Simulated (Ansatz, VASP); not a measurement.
MnS in VASP and in Ansatz

The input POSCAR:

```
MnS
1.0
    0.0000000000      2.6100487641      2.6100487641
    2.6100487641      0.0000000000      2.6100487641
    2.6100487641      2.6100487641      0.0000000000
Mn S
1 1
Direct
    0.0000000000      0.0000000000      0.0000000000
    0.5000000000      0.5000000000      0.5000000000
```

INCAR.step1

```
ALGO = Normal ; EDIFF = 1E-4
ENCUT = 520 ; GGA = PE
ISMEAR = 0 ; LASPH = True
LCHARG = False ; LREAL = False
LWAVE = True ; NBANDS = 16
NELM = 60 ; PREC = Accurate
SIGMA = 0.05
```

INCAR.step2

```
ALGO = Normal ; EDIFF = 1E-6
ENCUT = 520 ; ISIF = 2
ISMEAR = 0 ; ISTART = 1
LASPH = True ; LCHARG = False
LMIXTAU = True ; LREAL = False
LWAVE = False ; METAGGA = R2SCAN
NBANDS = 16 ; NELM = 60
PREC = Accurate ; SIGMA = 0.05
```

KPOINTS

```
k-points
0
Gamma
  12 12 12
```

Input for Ansatz:

```yaml
crystal:
  lattice:
    - [0.0, 2.6100487641, 2.6100487641]
    - [2.6100487641, 0.0, 2.6100487641]
    - [2.6100487641, 2.6100487641, 0.0]
  atoms:
    - { symbol: Mn, position: [0.0, 0.0, 0.0] }
    - { symbol: S, position: [0.5, 0.5, 0.5] }
basis:
  ecutwfc: 500
  ecutrho_ratio: 4
kpoints:
  mp_grid: { grid: [12, 12, 12] }
hamiltonian:
  xc: r2scan
scf:
  occupations: { method: gaussian, width: 0.05 }
output:
  forces: true
  stress: true
  eigenvalues: true
```

Alike in both runs: task single point; functional r2SCAN; k mesh 12 × 12 × 12; occupations gaussian, width 0.05 eV; no spin polarisation.

|  | VASP | Ansatz |
| --- | --- | --- |
| version | VASP 6.6.1 | Ansatz 0.2.0 |
| potentials or method | VASP PAW PBE potentials, release 64 (Mn_pv, S), cutoff 520 eV | scalar-relativistic, plane waves, PAW |
| valence electrons in the cell | 19 | 21 |

|  | VASP | Ansatz | Ansatz less VASP |
| --- | --- | --- | --- |
| gap on the k mesh at the Fermi level (eV) | none | none | - |
| pressure (GPa) | -21.8 | -21.8 | -0.04 |

VASP's potentials were made for PBE, not for r2SCAN. A gap of «none» marks a metal or a gap that the smearing closes. VASP's potentials hold 19 valence electrons a cell and Ansatz's 21, so a difference there can come from the potentials and not from the codes.
